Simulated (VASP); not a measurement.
Crystal: CsH3.

```
Cs H
1.0
    -4.29156   -0.03427    0.07543
    -2.23741   -2.02696    4.16972
    -2.16887    6.35295    4.34218
Cs H
2 6
Cartesian
  -4.3064 0.2262 4.2143
  -4.0931 4.4723 4.1988
  -2.2068 1.8331 3.4034
  -4.3232 4.2860 7.1787
  -4.3831 -0.0603 1.1898
  -6.6012 2.1697 5.2575
  -2.1490 2.0368 4.2190
  -6.7629 -1.9868 4.6015
```

- Program: VASP 6.6.1
- Task: relaxation of cell and atoms
- Functional: PBE
- Potentials or basis: VASP PAW PBE potentials, release 64 (Cs_sv, H)
- Cutoff: 600 eV
- k mesh: 4 × 4 × 4
- Occupations: gaussian, width 0.1 eV
- Spin: no spin polarisation

At the start: pressure 2.2 GPa; volume 18.75 Å³/atom.

Task: Where does the relaxation end?

Result: Over 62 steps the energy falls by 87.9 meV/atom and the volume is 19.88 Å³/atom (+6.0 %); space group P1 (No. 1, to 0.1 Å) before, Cm (No. 8, to 0.1 Å).

The path:
```csv
step,energy change (eV),largest force (eV/Å),pressure (GPa),volume (Å³)
1,0.0000,2.8454,2.15,150.03
3,-0.3452,1.1052,-0.02,156.16
5,-0.4210,0.9102,0.34,157.23
7,-0.5578,0.5666,0.13,161.42
9,-0.5807,0.3210,-0.06,162.23
11,-0.6138,0.2629,-0.17,164.29
13,-0.6285,0.3404,-0.04,164.24
15,-0.6447,0.2775,-0.16,164.11
17,-0.6597,0.1928,-0.20,163.37
19,-0.6701,0.2506,-0.02,162.15
21,-0.6797,0.1865,-0.05,160.65
23,-0.6836,0.1506,-0.04,160.02
25,-0.6868,0.1524,0.07,159.47
27,-0.6900,0.1650,0.11,159.00
29,-0.6930,0.1292,0.04,158.77
31,-0.6944,0.1085,0.07,158.77
33,-0.6957,0.1482,0.11,158.90
35,-0.6980,0.1042,0.02,159.41
37,-0.6988,0.0731,0.00,159.66
39,-0.6996,0.1156,0.02,159.90
41,-0.7005,0.0654,-0.03,160.28
43,-0.7008,0.0348,-0.04,160.32
45,-0.7011,0.0761,-0.02,160.26
47,-0.7015,0.1897,0.05,159.87
49,-0.7020,0.0882,0.01,159.99
51,-0.7023,0.0534,-0.03,159.89
53,-0.7025,0.0437,-0.02,159.76
55,-0.7029,0.0550,0.02,159.47
57,-0.7029,0.0722,0.04,159.35
59,-0.7032,0.0545,0.03,159.19
61,-0.7033,0.0392,0.01,159.05
62,-0.7033,0.0211,0.01,159.04
```

Final structure:
```yaml
crystal:
  lattice:
    - [-4.28414, -0.00135, -0.01256]
    - [-2.13493, -2.14739, 4.32695]
    - [-2.12636, 6.41963, 4.32757]
  atoms:
    - { symbol: Cs, position: [0.51892, 0.71541, 0.23843] }
    - { symbol: Cs, position: [0.52259, 0.21153, 0.73774] }
    - { symbol: H, position: [0.15591, 0.26040, 0.42258] }
    - { symbol: H, position: [0.14733, 0.76563, 0.92228] }
    - { symbol: H, position: [0.87334, 0.20823, 0.06803] }
    - { symbol: H, position: [0.87036, 0.70220, 0.56601] }
    - { symbol: H, position: [0.95641, 0.56488, 0.52177] }
    - { symbol: H, position: [0.95514, 0.07172, 0.02316] }
```
